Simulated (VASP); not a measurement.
Crystal: Cu.

```xyz
1
Lattice="0.0000 1.8250 1.8250 1.8250 0.0000 1.8250 1.8250 1.8250 0.0000" Properties=species:S:1:pos:R:3 pbc="T T T"
Cu    0.0000    0.0000    0.0000
```

- Program: VASP 6.6.1
- Task: relaxation of cell and atoms
- Functional: PBE
- Dispersion: D3(BJ)
- Potentials or basis: VASP PAW PBE potentials, release 64 (Cu_sv_GW)
- Cutoff: 820 eV
- k mesh: 10 × 10 × 10
- Occupations: gaussian, width 0.1 eV
- Spin: no spin polarisation

At the start: pressure -11.4 GPa; volume 12.16 Å³/atom.

Question: How do energy, volume and symmetry change on relaxing?

Answer: Over 3 steps the energy falls by 34.3 meV/atom and the volume is 11.26 Å³/atom (-7.4 %); space group Fm-3m (No. 225, to 0.1 Å) before and after.

Step by step:
| step | energy change (eV) | largest force (eV/Å) | pressure (GPa) | volume (Å³) |
| --- | --- | --- | --- | --- |
| 1 | 0.0000 | 0.0000 | -11.45 | 12.16 |
| 2 | -0.0171 | 0.0000 | 10.29 | 10.69 |
| 3 | -0.0343 | 0.0000 | -0.16 | 11.26 |

Final structure:
```yaml
crystal:
  lattice:
    - [0.00000, 1.77912, 1.77912]
    - [1.77912, 0.00000, 1.77912]
    - [1.77912, 1.77912, 0.00000]
  atoms:
    - { symbol: Cu, position: [0.00000, 0.00000, 0.00000] }
```
